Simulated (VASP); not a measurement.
Wanted: the native input for a VASP 6.6.1 run.

```
Task                   : single point
Functional             : PBEsol
Potentials or basis    : VASP PAW PBE potentials, release 64 (La)
Cutoff                 : 520 eV
k mesh                 : 12 × 12 × 4
Occupations            : gaussian, width 0.15 eV
Spin                   : no spin polarisation
Dipole correction      : no
Further INCAR settings : ALGO = Fast; EDIFF = 1e-06; NBANDS = 30
```

The structure of La lies in POSCAR:

```
La
1.0
    3.5514000000      0.0000000000      0.0000000000
   -1.7757000000      3.0756026190      0.0000000000
    0.0000000000      0.0000000000     13.1161000000
La
4
Direct
    0.0000000000      0.0000000000      0.0000000000
    0.0000000000      0.0000000000      0.5000000000
    0.3333333333      0.6666666667      0.2500000000
    0.6666666667      0.3333333333      0.7500000000
```

The input as run:

INCAR

```
SYSTEM = La
ALGO     = Fast           ! electronic algorithm
EDIFF    = 1E-6           ! SCF threshold, eV
ENCUT    = 520            ! plane-wave cutoff, eV
GGA      = PS             ! functional
ISIF     = 2              ! what is computed and relaxed
ISMEAR   = 0              ! smearing method
LASPH    = .True.         ! aspherical terms in the spheres
LCHARG   = .False.        ! write CHGCAR
LREAL    = .False.        ! projectors in reciprocal space
LWAVE    = .False.        ! write WAVECAR
NBANDS   = 30             ! bands
NELM     = 100            ! most SCF steps
PREC     = Accurate       ! precision mode
SIGMA    = 0.15           ! smearing width, eV
```

KPOINTS

```
k-points
0
Gamma
  12 12 4
  0 0 0
```

Potentials or basis: VASP PAW PBE potentials, release 64 (La).

Command:

```bash
$ cat potpaw_PBE.64/La/POTCAR > POTCAR
$ mpirun -np 1 vasp_std > vasp.out
```

It gave:

| Quantity | Value |
| --- | --- |
| Pressure | -1.0 GPa |
| Band gap on the k mesh | zero (bands 22 and 23 overlap by 1.03 eV) |

Caveat: the PAW data sets were made with another functional, which shifts forces and pressure a little; spin-orbit coupling is left out, which moves the levels of the heavy elements.

Run time: 17 min on 1 thread of Intel(R) Xeon(R) 6975P-C (Granite Rapids), on a shared host, peak memory 0.41 GiB.
